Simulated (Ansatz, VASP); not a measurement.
# Two plane-wave programs on Ti2CCl2

```xyz
5
Lattice="-1.9929 1.9929 5.2289 1.9929 -1.9929 5.2289 1.9929 1.9929 -5.2289" Properties=species:S:1:pos:R:3 pbc="T T T"
Ti    1.9929    0.0000    2.6144
Ti    0.0000    1.9929    2.6144
C     0.0000    0.0000    0.0000
Cl    0.0000    0.0000    6.5466
Cl    0.0000    0.0000    3.9112
```

Alike in both runs: task relaxation of cell and atoms; functional PBE; k mesh 6 × 6 × 6; occupations gaussian, width 0.1 eV; no spin polarisation.

|  | VASP | Ansatz |
| --- | --- | --- |
| version | VASP 6.6.1 | Ansatz 0.2.0 |
| potentials or method | VASP PAW PBE potentials, release 64 (Ti_sv, C, Cl), cutoff 600 eV | scalar-relativistic, plane waves, PAW |
| valence electrons in the cell | 42 | 42 |

```csv
,VASP,Ansatz,Ansatz less VASP
"gap on the k mesh at the Fermi level, each at its own relaxed structure (eV)",none,none,-
relaxed volume (Å³/atom),16.37,16.31,-0.059
relaxed length of the cell vector where the two differ most in proportion (Å),5.250,5.247,-0.0025
```

A gap of «none» marks a metal or a gap that the smearing closes.

The k mesh is coarse, so the values compare programs but aren't converged.
